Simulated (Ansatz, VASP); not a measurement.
TiC in VASP and in Ansatz

```xyz
4
Lattice="4.4105 0.0000 0.0000 -2.2052 3.8196 0.0000 0.0000 0.0000 4.1832" Properties=species:S:1:pos:R:3 pbc="T T T"
Ti    0.0000    2.5464    0.0000
Ti    2.2052    1.2732    0.0000
C     0.0000    2.5464    2.0916
C     2.2052    1.2732    2.0916
```

Alike in both runs: functional PBE; k mesh 6 × 6 × 4; occupations gaussian, width 0.1 eV; no spin polarisation.

Ansatz relaxed the structure, and its values are those at the end. VASP's run is a single point on that final structure, the one shown.

|  | VASP | Ansatz |
| --- | --- | --- |
| version | VASP 6.6.1 | Ansatz 0.2.0 |
| potentials or method | VASP PAW PBE potentials, release 64 (Ti_sv, C), cutoff 520 eV | scalar-relativistic, plane waves, PAW |
| valence electrons in the cell | 32 | 32 |

```csv
,VASP,Ansatz,Ansatz less VASP
gap on the k mesh at the Fermi level (eV),none,none,-
pressure (GPa),0.0,0.1,+0.03
```

A gap of «none» marks a metal or a gap that the smearing closes.

The k mesh is coarse, so the values compare programs but aren't converged.
